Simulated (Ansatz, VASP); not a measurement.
## LiMgBN2 in VASP and in Ansatz

```
Li Mg B N
1.0
    -1.75688    1.75688    4.62126
     1.75688   -1.75688    4.62126
     1.75688    1.75688   -4.62126
Li Mg B N
1 1 1 2
Direct
  0.25000 0.75000 0.50000
  0.75000 0.25000 0.50000
  0.50000 0.50000 0.00000
  0.65126 0.65126 0.00000
  0.34874 0.34874 0.00000
```

Change from the starting cell: strain -0.080 along x and y, +0.040 along z, atoms carried along.

Alike in both runs: task single point; functional PBE; k mesh 8 × 8 × 8; occupations gaussian, width 0.05 eV; no spin polarisation.

|  | VASP | Ansatz |
| --- | --- | --- |
| version | VASP 6.6.1 | Ansatz 0.2.0 |
| potentials or method | VASP PAW PBE potentials, release 64 (Li_sv, Mg, B, N), cutoff 520 eV | scalar-relativistic, plane waves, PAW |
| valence electrons in the cell | 18 | 26 |

```tsv
	VASP	Ansatz	Ansatz less VASP
gap on the k mesh at the Fermi level (eV)	3.03	3.03	+0.004
least direct gap on the mesh (eV)	4.00	4.01	+0.010
rms of the force components (eV/Å)	1.324	1.318	-0.0056
```

Atom by atom the forces differ by 0.006 eV/Å (rms over components). With one functional, cell and mesh, what is left measures potentials, basis and numerics. VASP's potentials hold 18 valence electrons a cell and Ansatz's 26, so a difference there can come from the potentials and not from the codes.

Noted on VASP's run: the cutoff is short for stress, so the pressure is rough.
